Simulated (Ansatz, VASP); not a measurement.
## Hf2Si3: VASP beside Ansatz

File INCAR:

```
PREC = Accurate ; ENCUT = 600
EDIFF = 1E-6 ; ISMEAR = 0
SIGMA = 0.1 ; LREAL = False
LASPH = True ; NELM = 100
ALGO = Normal ; ISIF = 3
LWAVE = False ; LCHARG = False
GGA = PE ; IBRION = 2
NSW = 90 ; EDIFFG = -0.04
```

File KPOINTS:

```
regular mesh
0
Gamma
  4 4 4
```

The input POSCAR:

```
Hf2Si3
1.0
    2.6596228400     -2.6696278400      0.0000000000
    2.6596228400      2.6696278400      0.0000000000
    0.0000000000      0.0000000000      5.8954621500
Hf Si
2 3
Direct
    0.0000000000      0.5000000000      0.0000000000
    0.5000000000      0.0000000000      0.0000000000
    0.0000000000      0.0000000000      0.1823183500
    0.0000000000      0.0000000000      0.8176816500
    0.5000000000      0.5000000000      0.5000000000
```

Input for Ansatz:

```yaml
crystal:
  lattice:
    - [2.65962284, -2.66962784, 0.0]
    - [2.65962284, 2.66962784, 0.0]
    - [0.0, 0.0, 5.89546215]
  atoms:
    - { symbol: Hf, position: [0.0, 0.5, 0.0] }
    - { symbol: Hf, position: [0.5, 0.0, 0.0] }
    - { symbol: Si, position: [0.0, 0.0, 0.18231835] }
    - { symbol: Si, position: [0.0, 0.0, 0.81768165] }
    - { symbol: Si, position: [0.5, 0.5, 0.5] }
basis:
  ecutwfc: 420
kpoints:
  mp_grid: { grid: [4, 4, 4] }
hamiltonian:
  xc: pbe
scf:
  occupations: { method: gaussian, width: 0.1 }
  lower_state_search: "off"
output:
  forces: true
  stress: true
  eigenvalues: true
relax:
  adjacent_minimum: "off"
  f_tol: 0.04
  max_steps: 70
  cell: { stress_tol: 0.4 }
```

Alike in both runs: task relaxation of cell and atoms; functional PBE; k mesh 4 × 4 × 4; occupations gaussian, width 0.1 eV; no spin polarisation.

|  | VASP | Ansatz |
| --- | --- | --- |
| version | VASP 6.6.1 | Ansatz 0.2.0 |
| potentials or method | VASP PAW PBE potentials, release 64 (Hf_pv, Si), cutoff 600 eV | scalar-relativistic, plane waves, PAW |
| valence electrons in the cell | 32 | 64 |

```csv
,VASP,Ansatz,Ansatz less VASP
"gap on the k mesh at the Fermi level, each at its own relaxed structure (eV)",none,none,-
relaxed volume (Å³/atom),20.22,20.20,-0.012
relaxed length of the cell vector where the two differ most in proportion (Å),5.504,5.514,+0.0096
```

A gap of «none» marks a metal or a gap that the smearing closes. VASP's potentials hold 32 valence electrons a cell and Ansatz's 64, so a difference there can come from the potentials and not from the codes.

The k mesh is coarse, so the values compare programs but aren't converged. Neither program's run includes spin-orbit coupling. Noted on VASP's run: the volume moved by over 15 % at a fixed basis, so the end points are rough.
